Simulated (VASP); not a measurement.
# SnSe2 (P-3m1) in VASP: relaxation of cell and atoms with PBE

Aim: the relaxation of cell and atoms of SnSe2 with PBE.

All numbers are computed with VASP 6.6.1; they aren't measurements. Logs are shortened: lines on timing, memory, paths and dates and some standing lists are left out, and cuts for length are marked.

### 1 The cell of the first run

It takes space group P-3m1 (No. 164, trigonal). Conventional cell: a = 3.811 Å, b = 3.811 Å, c = 6.136 Å, α = 90.00°, β = 90.00°, γ = 120.00°. Sn (site symmetry -3m) has 6 Se at 2.68 Å within 3.5 Å. Within 3.5 Å of Se (site symmetry 3m) lie 3 Sn at 2.68 Å.

### 2 Relaxation of cell and atoms, PBE

INCAR

```
PREC = Accurate ; ENCUT = 600
EDIFF = 1E-6 ; ISMEAR = -1
SIGMA = 0.05 ; LREAL = False
LASPH = True ; NELM = 80
ALGO = Normal ; ISIF = 3
LWAVE = False ; LCHARG = False
GGA = PE ; IBRION = 2
NSW = 80 ; EDIFFG = -0.02
```

KPOINTS

```
Automatic mesh
0
Gamma
  12 12 7
```

POSCAR

```
SnSe2
1.0
    3.8110000000      0.0000000000      0.0000000000
   -1.9055000000      3.3004228100      0.0000000000
    0.0000000000      0.0000000000      6.1360000000
Sn Se
1 2
Direct
    0.0000000000      0.0000000000      0.0000000000
    0.3333333333      0.6666666667      0.2490000000
    0.6666666667      0.3333333333      0.7510000000
```

Potentials or basis: VASP PAW PBE potentials, release 64 (Sn_d, Se).

Run with:

```sh
> cat potpaw_PBE.64/Sn_d/POTCAR potpaw_PBE.64/Se/POTCAR > POTCAR
> mpirun -np 1 vasp_std > vasp.out
```

OUTCAR:

```text
PREC = Accurate
   ENCUT = 600
   EDIFF = 1E-6
   ISMEAR = -1
   LREAL = False
   LASPH = True
   NELM = 80
   ISIF = 3
   GGA = PE
   IBRION = 2
   NSW = 80
   EDIFFG = -0.02

 ion  position               nearest neighbor table
   1  0.000  0.000  0.000-   2 2.68   3 2.68   3 2.68   2 2.68   3 2.68   2 2.68
   2  0.333  0.667  0.249-   1 2.68   1 2.68   1 2.68
   3  0.667  0.333  0.751-   1 2.68   1 2.68   1 2.68

  LATTYP: Found a hexagonal cell.
 ALAT       =     3.8110000000
 C/A-ratio  =     1.6100760955

  Lattice vectors:

 A1 = (   3.8110000000,   0.0000000000,   0.0000000000)
 A2 = (  -1.9055000000,   3.3004228100,   0.0000000000)
 A3 = (   0.0000000000,   0.0000000000,   6.1360000000)

Analysis of symmetry for initial positions (statically):
=====================================================================
 Subroutine PRICEL returns:
 Original cell was already a primitive cell.

 Routine SETGRP: Setting up the symmetry group for a
 hexagonal supercell.

 Subroutine GETGRP returns: Found 12 space group operations
 (whereof 12 operations were pure point group operations)
 out of a pool of 24 trial point group operations.

The static configuration has the point symmetry D_3d.

Analysis of symmetry for dynamics (positions and initial velocities):
=====================================================================
 Subroutine PRICEL returns:
 Original cell was already a primitive cell.

 Routine SETGRP: Setting up the symmetry group for a
 hexagonal supercell.

 Subroutine GETGRP returns: Found 12 space group operations
 (whereof 12 operations were pure point group operations)
 out of a pool of 24 trial point group operations.

The dynamic configuration has the point symmetry D_3d.

 Subroutine INISYM returns: Found 12 space group operations
 (whereof 12 operations are pure point group operations),
 and found     1 'primitive' translations

----------------------------------------------------------------------------------------

                                     Primitive cell

  volume of cell :      77.1781

  direct lattice vectors                    reciprocal lattice vectors
     3.811000000  0.000000000  0.000000000     0.262398321  0.151495741  0.000000000
    -1.905500000  3.300422810  0.000000000     0.000000000  0.302991482  0.000000000
     0.000000000  0.000000000  6.136000000     0.000000000  0.000000000  0.162972621

  length of vectors
     3.811000000  3.810999997  6.136000000     0.302991482  0.302991482  0.162972621

  position of ions in fractional coordinates (direct lattice)
     0.000000000  0.000000000  0.000000000
     0.333333333  0.666666667  0.249000000
     0.666666667  0.333333333  0.751000000

  ion indices of the primitive-cell ions
   primitive index   ion index
                 1           1
                 2           2
                 3           3

----------------------------------------------------------------------------------------

 KPOINTS: Automatic mesh

Automatic generation of k-mesh.
 Grid dimensions read from file:
 generate k-points for:   12   12    7

 Generating k-lattice:

  Cartesian coordinates                     Fractional coordinates (reciprocal lattice)
     0.021866527  0.012624645  0.000000000     0.083333333  0.000000000  0.000000000
     0.000000000  0.025249290  0.000000000     0.000000000  0.083333333  0.000000000
     0.000000000  0.000000000  0.023281803     0.000000000  0.000000000  0.142857143

  Length of vectors
     0.025249290  0.025249290  0.023281803

  Shift w.r.t. Gamma in fractional coordinates (k-lattice)
     0.000000000  0.000000000  0.000000000

 Subroutine IBZKPT returns following result:
 ===========================================

 Found    112 irreducible k-points:

 Following reciprocal coordinates:
            Coordinates               Weight
  0.000000  0.000000  0.000000      1.000000
  0.083333 -0.000000  0.000000      6.000000
  0.166667 -0.000000  0.000000      6.000000
  0.250000 -0.000000  0.000000      6.000000
  0.333333  0.000000  0.000000      6.000000
  0.416667 -0.000000  0.000000      6.000000
[... 16 lines left out ...]
  0.166667 -0.000000  0.142857      6.000000
  0.000000  0.166667  0.142857      6.000000
 [... further k-points ...]
   k-points           NKPTS =    112   k-points in BZ     NKDIM =    112   number of bands    NBANDS=     17
   number of dos      NEDOS =    301   number of ions     NIONS =      3
   total plane-waves  NPLWV =  45000
   dimension x,y,z NGX =    30 NGY =   30 NGZ =   50
   dimension x,y,z NGXF=    60 NGYF=   60 NGZF=  100
   ions per type =               1   2
   NGX,Y,Z   is equivalent  to a cutoff of  13.09, 13.09, 13.55 a.u.
   NGXF,Y,Z  is equivalent  to a cutoff of  26.17, 26.17, 27.09 a.u.
 SYSTEM =  unknown system
   PREC   = accura    normal or accurate (medium, high low for compatibility)
   ISTART =      0    job   : 0-new  1-cont  2-samecut
   ICHARG =      2    charge: 1-file 2-atom 10-const
   ISPIN  =      1    spin polarized calculation?
   LNONCOLLINEAR =      F non collinear calculations
   LSORBIT =      F    spin-orbit coupling
   LASPH  =      T    aspherical Exc in radial PAW
   ENCUT  =  600.0 eV  44.10 Ry    6.64 a.u.   7.61  7.61 12.26*2*pi/ulx,y,z
   NELM   =     80;   NELMIN=  2; NELMDL= -5     # of ELM steps
   EDIFF  = 0.1E-05   stopping-criterion for ELM
   LREAL  =      F    real-space projection
   EDIFFG = -.2E-01   stopping-criterion for IOM
   NSW    =     80    number of steps for IOM
   IBRION =      2    ionic relax: 0-MD 1-quasi-New 2-CG
   NFREE  =      1    steps in history (QN), initial steepest desc. (CG)
   ISIF   =      3    stress and relaxation
   ISYM   =      2    0-nonsym 1-usesym 2-fastsym
   POTIM  = 0.5000    time-step for ionic-motion
   TEBEG  =    0.0;   TEEND  =   0.0 temperature during run
   PSTRESS=    0.0 pullay stress
   NELECT =      26.0000    total number of electrons
   NUPDOWN=      -1.0000    fix difference up-down
   EMIN   =  10.00;   EMAX   =-10.00  energy-range for DOS
   EFERMI =   0.00;   METHOD = LEGACY
   ISMEAR =    -1;   SIGMA  =   0.05  broadening in eV -4-tet -1-fermi 0-gaus
   EFERMI_NEDOS =   21; number of points for ismear=-14 and -15
   IALGO  =     38    algorithm
   IMIX   =      4    mixing-type and parameters
     AMIX     =   0.40;   BMIX     =  1.00
     AMIX_MAG =   1.60;   BMIX_MAG =  1.00
  volume/ion in A,a.u.               =      25.73       173.61
  Fermi-wavevector in a.u.,A,eV,Ry     =   1.139116  2.152617 17.654722  1.297585
  Thomas-Fermi vector in A             =   2.275820
   LORBIT       =      0    0 simple, 1 ext, 2 COOP (PROOUT), +10 PAW based schemes
   GGA     = PE    functional components
   LHFCALC =     F    Hartree Fock is set to
   AEXX    =    0.0000 exact exchange contribution
   IVDW    =     0    specifies the selected vdW correction
   LEPSILON=     F    determine dielectric tensor
   LRPA    =     F    only Hartree local field effects (RPA)
 conjugate gradient relaxation of ions
 non-spin polarized calculation
  energy-cutoff  :      600.00
  volume of cell :       77.18
 maximum number of plane-waves:      2599
   NGX = 15   NGY = 15   NGZ = 25

--------------------------------------- Ionic step        1  -------------------------------------------

 number of electron      25.9999991 magnetization

 Free energy of the ion-electron system (eV)
  ---------------------------------------------------
  ext. energy  EPLUGINS =         0.00000000
  ---------------------------------------------------
  free energy    TOTEN  =       -11.74798252 eV

  energy without entropy =      -11.74796209  energy(sigma->0) =      -11.74797230

 E-fermi :   4.5859     XC(G=0):  -9.4546

 val. band max:        4.2102312345   @ k =   0.0833   0.0833   0.0000
 cond. band min:       4.9471051406   @ k =   0.5000  -0.0000   0.2857
 fundamental gap:      0.7368739061
 Fermi energy:         4.5859267989

 k-point     1 :       0.0000    0.0000    0.0000
  band No.  band energies     occupation
      1     -17.0959      2.00000
      2     -17.0959      2.00000
      3     -17.0568      2.00000
      4     -17.0418      2.00000
      5     -17.0418      2.00000
      6      -9.8294      2.00000
[... 457 lines left out ...]
      4     -17.0450      2.00000
      5     -17.0391      2.00000
      6      -9.5264      2.00000
[... 9 lines left out ...]
     16       9.1793      0.00000
     17       9.4290      0.00000

 [... further k-points ...]

------------------------ aborting loop because EDIFF is reached ----------------------------------------

  FORCE on cell =-STRESS in cart. coord.  units (eV):
  Direction    XX          YY          ZZ          XY          YZ          ZX
  --------------------------------------------------------------------------------------
  -------------------------------------------------------------------------------------
  Total        2.4661275      2.4661275      3.2021885      0.0000000      0.0000000      0.0000000
  in kB       51.1955515     51.1955514     66.4758026      0.0000000      0.0000000      0.0000000
  external PRESSURE =      56.2889685 kB  Pullay stress =       0.0000000 kB
[... 92 lines left out ...]
  FREE ENERGIE OF THE ION-ELECTRON SYSTEM (eV)
  ---------------------------------------------------
  free  energy   TOTEN  =       -11.8568706735 eV

  energy  without entropy=      -11.8567976630  energy(sigma->0) =      -11.85683417

[... ionic steps 4 to 13 ...]

--------------------------------------- Ionic step       14  -------------------------------------------

 number of electron      25.9999998 magnetization

------------------------ aborting loop because EDIFF is reached ----------------------------------------
[... 69 lines left out ...]
--------------------------------------- Ionic step       16  -------------------------------------------

 number of electron      25.9999996 magnetization

 Free energy of the ion-electron system (eV)
  ---------------------------------------------------
  ext. energy  EPLUGINS =         0.00000000
  ---------------------------------------------------
  free energy    TOTEN  =       -11.87317213 eV

  energy without entropy =      -11.87312980  energy(sigma->0) =      -11.87315097

 E-fermi :   2.9998     XC(G=0):  -8.6380

 val. band max:        2.6170020779   @ k =   0.1667  -0.0000   0.1429
 cond. band min:       3.2994960952   @ k =   0.5000  -0.0000   0.4286
 fundamental gap:      0.6824940174
 Fermi energy:         2.9997563881

 k-point     1 :       0.0000    0.0000    0.0000
  band No.  band energies     occupation
      1     -18.5099      2.00000
      2     -18.5099      2.00000
      3     -18.4771      2.00000
      4     -18.4682      2.00000
      5     -18.4682      2.00000
      6     -10.7449      2.00000
[... 457 lines left out ...]
      4     -18.4698      2.00000
      5     -18.4674      2.00000
      6     -10.4885      2.00000
[... 9 lines left out ...]
     16       7.4568      0.00000
     17       7.7167      0.00000

 [... further k-points ...]

------------------------ aborting loop because EDIFF is reached ----------------------------------------

  FORCE on cell =-STRESS in cart. coord.  units (eV):
  Direction    XX          YY          ZZ          XY          YZ          ZX
  --------------------------------------------------------------------------------------
  -------------------------------------------------------------------------------------
  Total        0.0155584      0.0155584     -0.0064693      0.0000000      0.0000000      0.0000000
  in kB        0.2767755      0.2767755     -0.1150846      0.0000000      0.0000000      0.0000000
  external PRESSURE =       0.1461554 kB  Pullay stress =       0.0000000 kB
[... 18 lines left out ...]
  FREE ENERGIE OF THE ION-ELECTRON SYSTEM (eV)
  ---------------------------------------------------
  free  energy   TOTEN  =       -11.8731721314 eV

  energy  without entropy=      -11.8731298049  energy(sigma->0) =      -11.87315097

 reached required accuracy - stopping structural energy minimisation
```

Run time: 24 min. Hardware: 1 thread of AMD EPYC 9755, shared host; peak memory 0.32 GiB.

What came out:

```yaml
Free_energy: -11.8732 eV
Relaxed_volume: 30.02 Å³/atom
Relaxed_cell: a = 3.872 Å, b = 3.872 Å, c = 6.937 Å, α = 90.00°, β = 90.00°, γ = 120.00°
Space_group_after_relaxing_to_0.1_Å: P-3m1 (No. 164)
Energy_gained_by_relaxing: 41.7 meV/atom
Ionic_steps: 16
Pressure_after_relaxing: 0.0 GPa
Largest_force_after_relaxing: 0.005 eV/Å
Band_gap_on_the_k_mesh: 0.68 eV (least direct gap 1.07 eV)
```

Forces in eV/Å, atoms in the order of the input:
```
Sn   0.000  0.000  0.000
Se   0.000  0.000 -0.005
Se   0.000  0.000  0.005
```

The path:
| step | energy change (eV) | largest force (eV/Å) | pressure (GPa) | volume (Å³) |
| --- | --- | --- | --- | --- |
| 1 | 0.0000 | 0.8063 | 5.63 | 77.18 |
| 2 | -0.0417 | 0.6279 | -3.32 | 87.72 |
| 3 | -0.1089 | 0.0654 | -0.01 | 82.76 |
| 4 | -0.1089 | 0.0506 | 0.11 | 82.65 |
| 5 | -0.1101 | 0.0619 | 0.10 | 82.75 |
| 6 | -0.1125 | 0.0965 | 0.14 | 83.05 |
| 7 | -0.1120 | 0.1663 | 0.26 | 83.61 |
| 8 | -0.1132 | 0.1230 | 0.18 | 83.28 |
| 9 | -0.1142 | 0.1166 | 0.17 | 83.51 |
| 10 | -0.1169 | 0.0971 | 0.10 | 84.20 |
| 11 | -0.1208 | 0.0561 | 0.00 | 85.59 |
| 12 | -0.1232 | 0.0312 | -0.12 | 88.39 |
| 13 | -0.1245 | 0.0335 | 0.02 | 88.95 |
| 14 | -0.1250 | 0.0378 | 0.19 | 89.60 |
| 15 | -0.1248 | 0.0585 | -0.20 | 90.66 |
| 16 | -0.1252 | 0.0046 | 0.01 | 90.06 |

Final structure:
```yaml
crystal:
  lattice:
    - [3.87182, 0.00000, 0.00000]
    - [-1.93591, 3.35309, 0.00000]
    - [0.00000, 0.00000, 6.93726]
  atoms:
    - { symbol: Sn, position: [0.00000, 0.00000, 0.00000] }
    - { symbol: Se, position: [0.33333, 0.66667, 0.23013] }
    - { symbol: Se, position: [0.66667, 0.33333, 0.76987] }
```

Caveat: the volume moved by over 15 % at a fixed basis, so the end points are rough; semilocal functionals underestimate gaps, and a narrow one can read as zero; spin-orbit coupling is left out, which moves the levels of the heavy elements; this functional lacks dispersion, which binds layers or chains, so the pressure and a relaxed spacing across them are unreliable. A k mesh can miss the band edges.
